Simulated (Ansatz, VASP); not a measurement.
**CaS: VASP beside Ansatz**

File INCAR:

```
SYSTEM = CaS
PREC = Accurate ; ENCUT = 450
EDIFF = 1E-7 ; ISMEAR = -1
SIGMA = 0.02 ; LREAL = .FALSE.
LASPH = .TRUE. ; NELM = 120
ALGO = Normal ; ISIF = 2
LWAVE = .FALSE. ; LCHARG = .FALSE.
GGA = PE ; IBRION = 2
NSW = 80 ; EDIFFG = -0.02
GGA_COMPAT = .FALSE. ; NELMIN = 4
```

The input KPOINTS:

```
Automatic mesh
0
G
  8 8 8
  0 0 0
```

Contents of POSCAR:

```
CaS
1.0
    0.0000000000      2.8430000000      2.8430000000
    2.8430000000      0.0000000000      2.8430000000
    2.8430000000      2.8430000000      0.0000000000
Ca S
1 1
Direct
    0.0000000000      0.0000000000      0.0000000000
    0.5000000000      0.5000000000      0.5000000000
```

Input for Ansatz:

```yaml
crystal:
  lattice:
    - [0.0, 2.843, 2.843]
    - [2.843, 0.0, 2.843]
    - [2.843, 2.843, 0.0]
  atoms:
    - { symbol: Ca, position: [0.0, 0.0, 0.0] }
    - { symbol: S, position: [0.5, 0.5, 0.5] }
kpoints:
  mp_grid: { grid: [8, 8, 8] }
scf:
  occupations: { method: fermi_dirac, width: 0.02 }
hamiltonian:
  xc: pbe
  pseudopotentials: { kind: paw }
output:
  forces: true
  stress: true
  populations: true
  efg:
    quadrupole_moments_barn: { Ca: -0.0408, S: -0.0694 }
    contact_densities: true
relax:
  f_tol: 0.02
  max_steps: 60
```

Alike in both runs: task relaxation of the atoms; functional PBE; k mesh 8 × 8 × 8; occupations fermi-dirac, width 0.02 eV; no spin polarisation.

|  | VASP | Ansatz |
| --- | --- | --- |
| version | VASP 6.6.1 | Ansatz 0.2.0 |
| potentials or method | VASP PAW PBE potentials, release 64 (Ca_sv, S) | plane-wave PAW, scalar-relativistic |
| plane-wave cutoff (eV) | 450 | 420 |
| valence electrons in the cell | 16 | 16 |

```tsv
	VASP	Ansatz	Ansatz less VASP
gap on the k mesh at the Fermi level, each at its own relaxed structure (eV)	2.35	2.35	+0.006
```

Ansatz's warnings: stress scf threshold loose.

Noted on VASP's run: the relaxation stopped at its first step, so nothing moved.
